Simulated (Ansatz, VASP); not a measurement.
## One calculation of CuI, two programs

```
CELL_PARAMETERS angstrom
3.02893 3.02893 0.00000
-3.02893 3.02893 0.00000
0.00000 3.02893 2.88830
ATOMIC_POSITIONS crystal
Cu 0.75000 0.25000 0.50000
I 0.00000 0.00000 0.00000
```

Change from the starting cell: film at in-plane strain +0.02.

Alike in both runs: task single point; functional PBEsol; k mesh 6 × 6 × 6; non-collinear spin, spin-orbit coupling.

|  | VASP | Ansatz |
| --- | --- | --- |
| version | VASP 6.6.1 | Ansatz 0.2.0 |
| potentials or method | VASP PAW PBE potentials, release 64 (Cu, I), cutoff 520 eV | all-electron LAPW |
| occupations | gaussian, width 0.01 eV | fixed |

```csv
,VASP,Ansatz,Ansatz less VASP
pressure (GPa),-0.4,-0.5,-0.14
"traceless stress, the component that is largest in VASP (GPa)",0.56,0.57,+0.006
```

VASP's potentials were made for PBE, not for PBEsol. Ansatz ran all-electron here, and VASP with PAW potentials.

The k mesh is coarse, so the values compare programs but aren't converged.
